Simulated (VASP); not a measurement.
Sn2Ir, 3 atoms in the cell. It takes space group Fm-3m (No. 225, cubic). Conventional cell: a = 6.209 Å, b = 6.209 Å, c = 6.209 Å, α = 90.00°, β = 90.00°, γ = 90.00°. Sn (site symmetry -43m) has 4 Ir at 2.69 Å and 6 Sn at 3.10 Å within 3.5 Å. Ir (site symmetry m-3m) has 8 Sn at 2.69 Å within 3.5 Å.  This cell differs from its parent crystal: volume scaled by 0.94.

* Program: VASP 6.6.1
* Task: electric field gradients
* Functional: LDA
* Potentials or basis: VASP PAW LDA potentials, release 64 (Sn_d, Ir)
* Cutoff: 520 eV
* k mesh: 10 × 10 × 10
* Occupations: fermi-dirac, width 0.03 eV
* Spin: no spin polarisation
* Dipole correction: no
* Further INCAR settings: ALGO = Normal; EDIFF = 1e-08; NBANDS = 26

Potentials or basis: VASP PAW LDA potentials, release 64 (Sn_d, Ir).

Command:

```console
$ cat potpaw_LDA.64/Sn_d/POTCAR potpaw_LDA.64/Ir/POTCAR > POTCAR
$ mpirun -np 1 vasp_std > vasp.out
```

Hardware: 1 thread of AMD EPYC 7R43 64-Core Processor (Zen 3), on a shared host.

Q: Estimate the wall time of this run.

A: Run time: 95 s on 1 thread of AMD EPYC 7R43 64-Core Processor (Zen 3), with other jobs on the host, peak memory 0.18 GiB. Counts: scf iterations 14, k points 47.
